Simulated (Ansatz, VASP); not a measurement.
Cu: VASP beside Ansatz

The input POSCAR:

```
Cu
1.0
    0.0000000000      2.6590927227      2.6590927227
    2.6590927227      0.0000000000      2.6590927227
    2.6590927227      2.6590927227      0.0000000000
Cu
2
Direct
    0.1250000000      0.1250000000      0.1250000000
    0.8750000000      0.8750000000      0.8750000000
```

Contents of INCAR.step1:

```
PREC = Accurate
ENCUT = 660
ISMEAR = -1
SIGMA = 0.1
LREAL = F
LASPH = T
NELM = 120
NBANDS = 18
GGA = PE
ALGO = Normal
EDIFF = 1E-5
LWAVE = T
LCHARG = F
GGA_COMPAT = F
```

INCAR.step2

```
PREC = Accurate
ENCUT = 660
EDIFF = 1E-6
ISMEAR = -1
SIGMA = 0.1
LREAL = F
LASPH = T
NELM = 120
ALGO = Normal
ISIF = 2
LWAVE = F
LCHARG = F
METAGGA = R2SCAN
LMIXTAU = T
NBANDS = 18
ISTART = 1
GGA_COMPAT = F
```

KPOINTS

```
Automatic mesh
0
Gamma
  12 12 12
```

Input for Ansatz:

```yaml
crystal:
  lattice:
    - [0.0, 2.6590927227, 2.6590927227]
    - [2.6590927227, 0.0, 2.6590927227]
    - [2.6590927227, 2.6590927227, 0.0]
  atoms:
    - { symbol: Cu, position: [0.125, 0.125, 0.125] }
    - { symbol: Cu, position: [0.875, 0.875, 0.875] }
hamiltonian:
  xc: r2scan
  pseudopotentials:
    kind: paw
    azcp:
      Cu: "pseudopotentials/Cu.paw.azcp"
basis:
  ecutwfc: 500
  fft_grid_basis: typed
kpoints:
  mp_grid: { grid: [12, 12, 12], shift: [0, 0, 0] }
magnetization:
  spin_polarized: false
scf:
  occupations: { method: fermi_dirac, width: 0.1 }
  lower_state_search: "off"
output:
  stress: true
```

Alike in both runs: task single point; functional r2SCAN; k mesh 12 × 12 × 12; occupations fermi-dirac, width 0.1 eV; no spin polarisation.

|  | VASP | Ansatz |
| --- | --- | --- |
| version | VASP 6.6.1 | Ansatz 0.2.0 |
| potentials or method | VASP PAW PBE potentials, release 64 (Cu), cutoff 660 eV | plane waves (500 eV) with PAW, scalar-relativistic |
| valence electrons in the cell | 22 | 38 |

```tsv
	VASP	Ansatz	Ansatz less VASP
pressure (GPa)	-2.0	-2.3	-0.29
```

VASP's potentials were made for PBE, not for r2SCAN. VASP's potentials hold 22 valence electrons a cell and Ansatz's 38, so a difference there can come from the potentials and not from the codes.
